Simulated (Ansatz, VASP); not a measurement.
# Two plane-wave programs on Cu

```xyz
4
Lattice="2.5308 0.0000 0.0000 -1.2654 2.1917 0.0000 0.0000 0.0000 8.2618" Properties=species:S:1:pos:R:3 pbc="T T T"
Cu    2.5184    0.0005    8.2483
Cu   -0.0085    1.4515    2.0669
Cu    0.0129    0.0022    4.1241
Cu    1.2648    0.7032    6.2170
```

Alike in both runs: task single point; functional LDA; k mesh 7 × 7 × 2; occupations fermi-dirac, width 0.1 eV; no spin polarisation.

|  | VASP | Ansatz |
| --- | --- | --- |
| version | VASP 6.6.1 | Ansatz 0.2.0 |
| potentials or method | VASP PAW LDA potentials, release 64 (Cu), cutoff 520 eV | plane waves, PAW |
| valence electrons in the cell | 44 | 76 |

|  | VASP | Ansatz | Ansatz less VASP |
| --- | --- | --- | --- |
| pressure (GPa) | -7.7 | -8.7 | -1.01 |
| traceless stress, the component that is largest in VASP (GPa) | -0.21 | -0.20 | +0.007 |
| rms of the force components (eV/Å) | 0.092 | 0.091 | 0.0000 |

LDA's correlation is that of Perdew and Zunger in VASP and of Perdew and Wang (1992) in Ansatz. Atom by atom the forces differ by 0.000 eV/Å (rms over components). VASP's potentials hold 44 valence electrons a cell and Ansatz's 76, so a difference there can come from the potentials and not from the codes. Ansatz's warnings: stress scf threshold loose.

The k mesh is coarse, so the values compare programs but aren't converged.
